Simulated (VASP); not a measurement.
## CsI: single point with LDA

CsI:

```
Cs I
1.0
     4.40180    0.00000    0.00000
     0.00000    4.40180    0.00000
     0.00000    0.00000    4.40180
Cs I
1 1
Direct
  0.00000 0.00000 0.00000
  0.50000 0.50000 0.50000
```

```
Program                : VASP 6.6.1
Task                   : single point
Functional             : LDA
Potentials or basis    : VASP PAW LDA potentials, release 64 (Cs_sv, I)
Cutoff                 : 500 eV
k mesh                 : 6 × 6 × 6
Occupations            : gaussian, width 0.01 eV
Spin                   : no spin polarisation
Dipole correction      : no
Further INCAR settings : ALGO = Normal; EDIFF = 1e-06; NBANDS = 15
```

* Pressure: 0.1 GPa
* Band gap on the k mesh: 3.77 eV (least direct gap 3.83 eV)

Levels at points of the mesh, in eV from the valence-band top:
| k point | band 6 | band 7 | band 8 | band 9 | band 10 | band 11 |
| --- | --- | --- | --- | --- | --- | --- |
| (0.00, 0.00, 0.00) | -0.06 | -0.06 | -0.06 | 3.77 | 3.77 | 3.94 |
| (0.50, 0.00, 0.00) | -1.91 | -0.33 | -0.33 | 4.90 | 6.58 | 6.75 |
| (0.50, 0.50, 0.00) | -0.94 | -0.94 | 0.00 | 3.96 | 4.77 | 5.98 |
| (0.50, 0.50, 0.50) | -1.65 | -1.65 | -1.65 | 7.36 | 7.36 | 7.36 |

It took 20 s on 1 thread of Oxide Virtual Turin-like Processor, with other jobs on the host, peak memory 0.13 GiB.

Caveat: spin-orbit coupling is left out, which moves the levels of the heavy elements. A k mesh can miss the band edges.
